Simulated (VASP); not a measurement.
# Cu2W (P4/mmm) in VASP: notebook, part 2 of 2

VASP 6.6.1. Earlier steps stand in the parts before.

**4. Relaxation of cell and atoms, PBE**

INCAR

```
ALGO = Normal
EDIFF = 1E-6
EDIFFG = -0.04
ENCUT = 600
GGA = PE
IBRION = 2
ISIF = 3
ISMEAR = 0
LASPH = True
LCHARG = False
LREAL = False
LWAVE = False
NELM = 80
NSW = 90
PREC = Accurate
SIGMA = 0.1
```

KPOINTS

```
k-points
0
Gamma
  6 6 4
```

POSCAR

```
Cu2W
1.0
    2.6909632600      0.0000000000      0.0000000000
    0.0000000000      2.6909632600      0.0000000000
    0.0000000000      0.0000000000      5.5521327000
Cu W
2 1
Direct
    0.5000000000      0.5000000000      0.2949999900
    0.5000000000      0.5000000000      0.7050000100
    0.0000000000      0.0000000000      0.0000000000
```

Potentials or basis: VASP PAW PBE potentials, release 64 (Cu, W_sv).

Run with:

```bash
$ cat potpaw_PBE.64/Cu/POTCAR potpaw_PBE.64/W_sv/POTCAR > POTCAR
$ mpirun -np 1 vasp_std > vasp.out
```

OUTCAR:

```text
EDIFF = 1E-6
   EDIFFG = -0.04
   ENCUT = 600
   GGA = PE
   IBRION = 2
   ISIF = 3
   ISMEAR = 0
   LASPH = True
   LREAL = False
   NELM = 80
   NSW = 90
   PREC = Accurate

 ion  position               nearest neighbor table
   1  0.500  0.500  0.295-   2 2.28   3 2.51   3 2.51   3 2.51   3 2.51
   2  0.500  0.500  0.705-   1 2.28   3 2.51   3 2.51   3 2.51   3 2.51
   3  0.000  0.000  0.000-   1 2.51   2 2.51   1 2.51   2 2.51   1 2.51   2 2.51   1 2.51   2 2.51

  LATTYP: Found a simple tetragonal cell.
 ALAT       =     2.6909632600
 C/A-ratio  =     2.0632510234

  Lattice vectors:

 A1 = (   2.6909632600,   0.0000000000,   0.0000000000)
 A2 = (   0.0000000000,   2.6909632600,   0.0000000000)
 A3 = (   0.0000000000,   0.0000000000,   5.5521327000)

Analysis of symmetry for initial positions (statically):
=====================================================================
 Subroutine PRICEL returns:
 Original cell was already a primitive cell.

 Routine SETGRP: Setting up the symmetry group for a
 simple tetragonal supercell.

 Subroutine GETGRP returns: Found 16 space group operations
 (whereof 16 operations were pure point group operations)
 out of a pool of 16 trial point group operations.

The static configuration has the point symmetry D_4h.

Analysis of symmetry for dynamics (positions and initial velocities):
=====================================================================
 Subroutine PRICEL returns:
 Original cell was already a primitive cell.

 Routine SETGRP: Setting up the symmetry group for a
 simple tetragonal supercell.

 Subroutine GETGRP returns: Found 16 space group operations
 (whereof 16 operations were pure point group operations)
 out of a pool of 16 trial point group operations.

The dynamic configuration has the point symmetry D_4h.

 Subroutine INISYM returns: Found 16 space group operations
 (whereof 16 operations are pure point group operations),
 and found     1 'primitive' translations

----------------------------------------------------------------------------------------

                                     Primitive cell

  volume of cell :      40.2046

  direct lattice vectors                    reciprocal lattice vectors
     2.690963260  0.000000000  0.000000000     0.371614141  0.000000000  0.000000000
     0.000000000  2.690963260  0.000000000     0.000000000  0.371614141  0.000000000
     0.000000000  0.000000000  5.552132700     0.000000000  0.000000000  0.180110969

  length of vectors
     2.690963260  2.690963260  5.552132700     0.371614141  0.371614141  0.180110969

  position of ions in fractional coordinates (direct lattice)
     0.500000000  0.500000000  0.294999990
     0.500000000  0.500000000  0.705000010
     0.000000000  0.000000000  0.000000000

  ion indices of the primitive-cell ions
   primitive index   ion index
                 1           1
                 2           2
                 3           3

----------------------------------------------------------------------------------------

 KPOINTS: k-points

Automatic generation of k-mesh.
 Grid dimensions read from file:
 generate k-points for:    6    6    4
[... 57 lines left out ...]
   ICHARG =      2    charge: 1-file 2-atom 10-const
   ISPIN  =      1    spin polarized calculation?
   LNONCOLLINEAR =      F non collinear calculations
   LSORBIT =      F    spin-orbit coupling
   LASPH  =      T    aspherical Exc in radial PAW
   ENCUT  =  600.0 eV  44.10 Ry    6.64 a.u.   5.37  5.37 11.09*2*pi/ulx,y,z
   NELM   =     80;   NELMIN=  2; NELMDL= -5     # of ELM steps
   EDIFF  = 0.1E-05   stopping-criterion for ELM
   LREAL  =      F    real-space projection
   EDIFFG = -.4E-01   stopping-criterion for IOM
   NSW    =     90    number of steps for IOM
   IBRION =      2    ionic relax: 0-MD 1-quasi-New 2-CG
   NFREE  =      1    steps in history (QN), initial steepest desc. (CG)
   ISIF   =      3    stress and relaxation
   ISYM   =      2    0-nonsym 1-usesym 2-fastsym
   POTIM  = 0.5000    time-step for ionic-motion
   TEBEG  =    0.0;   TEEND  =   0.0 temperature during run
   PSTRESS=    0.0 pullay stress
   NELECT =      36.0000    total number of electrons
   NUPDOWN=      -1.0000    fix difference up-down
   EMIN   =  10.00;   EMAX   =-10.00  energy-range for DOS
   EFERMI =   0.00;   METHOD = LEGACY
   ISMEAR =     0;   SIGMA  =   0.10  broadening in eV -4-tet -1-fermi 0-gaus
   EFERMI_NEDOS =   21; number of points for ismear=-14 and -15
   IALGO  =     38    algorithm
   IMIX   =      4    mixing-type and parameters
     AMIX     =   0.40;   BMIX     =  1.00
     AMIX_MAG =   1.60;   BMIX_MAG =  1.00
  volume/ion in A,a.u.               =      13.40        90.44
  Fermi-wavevector in a.u.,A,eV,Ry     =   1.577916  2.981829 33.876042  2.489819
  Thomas-Fermi vector in A             =   2.678526
   LORBIT       =      0    0 simple, 1 ext, 2 COOP (PROOUT), +10 PAW based schemes
   GGA     = PE    functional components
   LHFCALC =     F    Hartree Fock is set to
   AEXX    =    0.0000 exact exchange contribution
   IVDW    =     0    specifies the selected vdW correction
   LEPSILON=     F    determine dielectric tensor
   LRPA    =     F    only Hartree local field effects (RPA)
 conjugate gradient relaxation of ions
 non-spin polarized calculation
 Gauss-broadening in eV      SIGMA  =   0.10
  energy-cutoff  :      600.00
  volume of cell :       40.20
 maximum number of plane-waves:      1367
 NGX is ok and might be reduce to    24
   NGX = 11   NGY = 11   NGZ = 23

--------------------------------------- Ionic step        1  -------------------------------------------

 number of electron      35.9999980 magnetization

 Free energy of the ion-electron system (eV)
  ---------------------------------------------------
  ext. energy  EPLUGINS =         0.00000000
  ---------------------------------------------------
  free energy    TOTEN  =       -18.27676465 eV

  energy without entropy =      -18.26840453  energy(sigma->0) =      -18.27258459

------------------------ aborting loop because EDIFF is reached ----------------------------------------

  FORCE on cell =-STRESS in cart. coord.  units (eV):
  Direction    XX          YY          ZZ          XY          YZ          ZX
  --------------------------------------------------------------------------------------
  -------------------------------------------------------------------------------------
  Total        4.4838499      4.4838499     10.9335524      0.0000000      0.0000000      0.0000000
  in kB      178.6842482    178.6842482    435.7089689      0.0000000      0.0000000      0.0000000
  external PRESSURE =     264.3591551 kB  Pullay stress =       0.0000000 kB
[... 92 lines left out ...]
  FREE ENERGIE OF THE ION-ELECTRON SYSTEM (eV)
  ---------------------------------------------------
  free  energy   TOTEN  =       -18.8263830619 eV

  energy  without entropy=      -18.8166332242  energy(sigma->0) =      -18.82150814

[... ionic steps 4 to 10 ...]

--------------------------------------- Ionic step       11  -------------------------------------------

 number of electron      36.0000009 magnetization

------------------------ aborting loop because EDIFF is reached ----------------------------------------
[... 69 lines left out ...]
--------------------------------------- Ionic step       13  -------------------------------------------

 number of electron      36.0000003 magnetization

 Free energy of the ion-electron system (eV)
  ---------------------------------------------------
  ext. energy  EPLUGINS =         0.00000000
  ---------------------------------------------------
  free energy    TOTEN  =       -19.13547316 eV

  energy without entropy =      -19.12576268  energy(sigma->0) =      -19.13061792

 E-fermi :   7.8688     XC(G=0): -12.4426

 val. band max:        7.7509024224   @ k =   0.1667   0.0000   0.0000
 cond. band min:       7.8740566393   @ k =   0.3333   0.3333   0.0000
 fundamental gap:      0.1231542169
 Fermi energy:         7.8687887616

 k-point     1 :       0.0000    0.0000    0.0000
  band No.  band energies     occupation
      1     -66.0350      2.00000
      2     -30.3662      2.00000
      3     -29.5118      2.00000
      4     -29.5118      2.00000
      5      -1.0659      2.00000
      6       2.0476      2.00000
[... 589 lines left out ...]
     21       9.4006      0.00000
     22      11.5960      0.00000

 [... further k-points ...]

------------------------ aborting loop because EDIFF is reached ----------------------------------------

  FORCE on cell =-STRESS in cart. coord.  units (eV):
  Direction    XX          YY          ZZ          XY          YZ          ZX
  --------------------------------------------------------------------------------------
  -------------------------------------------------------------------------------------
  Total       -0.0891765     -0.0891765      0.0983485      0.0000000      0.0000000      0.0000000
  in kB       -3.2864857     -3.2864857      3.6245100      0.0000000      0.0000000      0.0000000
  external PRESSURE =      -0.9828205 kB  Pullay stress =       0.0000000 kB
[... 18 lines left out ...]
  FREE ENERGIE OF THE ION-ELECTRON SYSTEM (eV)
  ---------------------------------------------------
  free  energy   TOTEN  =       -19.1354731624 eV

  energy  without entropy=      -19.1257626846  energy(sigma->0) =      -19.13061792

 reached required accuracy - stopping structural energy minimisation
```

CONTCAR:

```text
Cu2W
   1.00000000000000
     2.5812364836386772    0.0000000000000000    0.0000000000000000
    -0.0000000000000000    2.5812364836386772   -0.0000000000000000
     0.0000000000000000    0.0000000000000000    6.5248948600428669
  Cu              W
     2     1
Direct
     0.5000000000000000    0.5000000000000000    0.3157752132682689
     0.5000000000000000    0.5000000000000000    0.6842247867317310
     0.0000000000000000    0.0000000000000000    0.0000000000000000

  0.00000000E+00  0.00000000E+00  0.00000000E+00
  0.00000000E+00  0.00000000E+00  0.00000000E+00
  0.00000000E+00  0.00000000E+00  0.00000000E+00
```

Wall time 2.8 min (1 thread of Intel Xeon Platinum 8488C (Sapphire Rapids), shared host); peak memory 0.19 GiB.

What came out:

| Quantity | Value |
| --- | --- |
| Free energy | -19.1355 eV |
| Relaxed volume | 14.49 Å³/atom |
| Relaxed cell | a = 2.581 Å, b = 2.581 Å, c = 6.525 Å, α = 90.00°, β = 90.00°, γ = 90.00° |
| Space group after relaxing (to 0.05 Å) | P4/mmm (No. 123) |
| Energy gained by relaxing | 286.2 meV/atom |
| Ionic steps | 13 |
| Pressure after relaxing | -0.1 GPa |
| Largest force after relaxing | 0.007 eV/Å |
| Band gap on the k mesh | zero (band 18 reaches 9.89 eV, above the bottom of band 19 at 6.92 eV) |

Forces on the atoms (eV/Å):
```
Cu   0.000  0.000 -0.007
Cu   0.000  0.000  0.007
W    0.000  0.000  0.000
```

Stress tensor (GPa, compression positive):
```
-0.33  0.00  0.00
 0.00 -0.33  0.00
 0.00  0.00  0.36
```

Step by step:
| step | energy change (eV) | largest force (eV/Å) | pressure (GPa) | volume (Å³) |
| --- | --- | --- | --- | --- |
| 1 | 0.0000 | 1.7105 | 26.44 | 40.20 |
| 2 | 0.1651 | 0.9049 | -22.41 | 54.34 |
| 3 | -0.5496 | 0.0233 | -4.35 | 46.00 |
| 4 | -0.7537 | 0.3105 | -3.34 | 45.22 |
| 5 | -0.8232 | 0.5080 | -0.45 | 44.33 |
| 6 | -0.8234 | 0.4948 | -0.71 | 44.39 |
| 7 | -0.8456 | 0.3323 | -0.33 | 43.89 |
| 8 | -0.8545 | 0.1140 | 1.68 | 42.93 |
| 9 | -0.8575 | 0.0744 | 1.05 | 43.27 |
| 10 | -0.8575 | 0.0576 | 1.02 | 43.24 |
| 11 | -0.8560 | 0.1098 | -1.81 | 43.88 |
| 12 | -0.8587 | 0.0109 | -0.22 | 43.49 |
| 13 | -0.8587 | 0.0071 | -0.10 | 43.47 |

Final structure:
```cif
data_structure
_symmetry_space_group_name_H-M 'P 1'
_symmetry_Int_Tables_number 1
_cell_length_a 2.5812
_cell_length_b 2.5812
_cell_length_c 6.5249
_cell_angle_alpha 90.000
_cell_angle_beta 90.000
_cell_angle_gamma 90.000
_cell_volume 43.47
loop_
_atom_site_label
_atom_site_type_symbol
_atom_site_fract_x
_atom_site_fract_y
_atom_site_fract_z
_atom_site_occupancy
Cu1 Cu 0.50000 0.50000 0.31578 1
Cu2 Cu 0.50000 0.50000 0.68422 1
W1 W 0.00000 0.00000 0.00000 1
```

Caveat: the k points lie up to 0.41 Å⁻¹ apart in the final cell; spin-orbit coupling is left out, which moves the levels of the heavy elements.

**5. Overview**

```csv
task,cell,cutoff (eV),gap on the mesh (eV),pressure (GPa),largest force (eV/Å)
single point,"a = 2.691, b = 2.691, c = 5.552 Å, 3 atoms",520,none,26.5,1.71
single point,"a = 2.570, b = 2.570, c = 6.552 Å, 3 atoms",520,none,0.6,0.01
relaxation of cell and atoms,"relaxed from a = 2.691, b = 2.691, c = 5.552 Å, 3 atoms",600,none,-0.1,0.01
```

Alike in all rows: level PBE; potentials or basis VASP PAW PBE potentials, release 64 (Cu, W_sv); no spin polarisation; k mesh 6 × 6 × 4; smearing gaussian 0.1 eV.

Caveats: all runs use coarse meshes; spin-orbit coupling is left out, which moves the levels of the heavy elements; forces of over 1 eV/Å act on the atoms, so gaps and moduli don't describe the material at rest (some runs).

Total energies depend on the potentials used, so only differences within one code and one set of settings carry meaning.
